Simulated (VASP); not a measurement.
Here is a VASP 6.6.1 calculation.

The input INCAR:

```
SYSTEM = BaTiO3
ALGO     = Normal         ! electronic algorithm
EDIFF    = 1E-7           ! SCF threshold, eV
ENCUT    = 520            ! plane-wave cutoff, eV
GGA      = PE             ! functional
ISIF     = 2              ! what is computed and relaxed
ISMEAR   = 0              ! smearing method
LASPH    = .TRUE.         ! aspherical terms in the spheres
LCHARG   = .TRUE.         ! write CHGCAR
LDAU     = .TRUE.         ! DFT+U
LDAUJ    = 0 0 0        
LDAUL    = -1 2 -1        ! shell
LDAUPRINT= 1            
LDAUTYPE = 2            
LDAUU    = 0 6 0          ! U, eV
LELF     = .TRUE.         ! ELF
LMAXMIX  = 4              ! l up to which the mixer works
LREAL    = .FALSE.        ! projectors in reciprocal space
LVHAR    = .TRUE.       
LWAVE    = .FALSE.        ! write WAVECAR
NBANDS   = 28             ! bands
NELM     = 150            ! most SCF steps
PREC     = Accurate       ! precision mode
SIGMA    = 0.01           ! smearing width, eV
```

Contents of KPOINTS:

```
k-points
0
G
  6 6 6
  0 0 0
```

File POSCAR:

```
BaTiO3
1.0
    4.0060000000      0.0000000000      0.0000000000
    0.0000000000      4.0060000000      0.0000000000
    0.0000000000      0.0000000000      4.0060000000
Ba Ti O
1 1 3
Direct
    0.5000000000      0.5000000000      0.5000000000
    0.0000000000      0.0000000000      0.0000000000
    0.5000000000      0.0000000000      0.0000000000
    0.0000000000      0.5000000000      0.0000000000
    0.0000000000      0.0000000000      0.5000000000
```

Potentials or basis: VASP PAW PBE potentials, release 64 (Ba_sv, Ti_sv, O).

Run with:

```sh
$ cat potpaw_PBE.64/Ba_sv/POTCAR potpaw_PBE.64/Ti_sv/POTCAR potpaw_PBE.64/O/POTCAR > POTCAR
$ mpirun -np 1 vasp_std > vasp.out
```

Question: Estimate the band gap on the k mesh.

Answer: 2.48 eV, indirect (least direct gap 2.69 eV).

Question: Predict the pressure.

Answer: 8.2 GPa.

Eigenvalues of the final occupation matrices:
```
    site  spin  trace               eigenvalues
site 2 d     1   0.75  0.09 0.09 0.09 0.23 0.23
site 2 d     2   0.75  0.09 0.09 0.09 0.23 0.23
```

Caveat: spin-orbit coupling is left out, which moves the levels of the heavy elements. A k mesh can miss the band edges.
